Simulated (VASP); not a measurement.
NaCl, 4 atoms in the cell. It takes space group P6_3/mmc (No. 194, hexagonal). Conventional cell: a = 3.882 Å, b = 3.882 Å, c = 6.747 Å, α = 90.00°, β = 90.00°, γ = 120.00°. Na (site symmetry -3m) has 6 Cl at 2.81 Å and 2 Na at 3.37 Å within 3.7 Å. Cl (site symmetry -6m2) has 6 Na at 2.81 Å within 3.7 Å. 

- Program: VASP 6.6.1
- Task: single point
- Functional: PBEsol
- Potentials or basis: VASP PAW PBE potentials, release 64 (Na_pv, Cl)
- Cutoff: 520 eV
- k mesh: 6 × 6 × 4
- Occupations: fermi-dirac, width 0.02 eV
- Spin: no spin polarisation
- Dipole correction: no
- Further INCAR settings: ALGO = Normal; EDIFF = 1e-07; NBANDS = 22

Potentials or basis: VASP PAW PBE potentials, release 64 (Na_pv, Cl).

Launch:

```console
$ cat potpaw_PBE.64/Na_pv/POTCAR potpaw_PBE.64/Cl/POTCAR > POTCAR
$ mpirun -np 1 vasp_std > vasp.out
```

Hardware: 1 thread of AMD EPYC 9R45 96-Core Processor (Zen 5) (shared host).

Question: Estimate the wall time of this run.

Answer: It took 17 s on 1 thread of AMD EPYC 9R45 96-Core Processor (Zen 5), on a shared host, peak memory 0.17 GiB. Counts: scf iterations 14, k points 21.
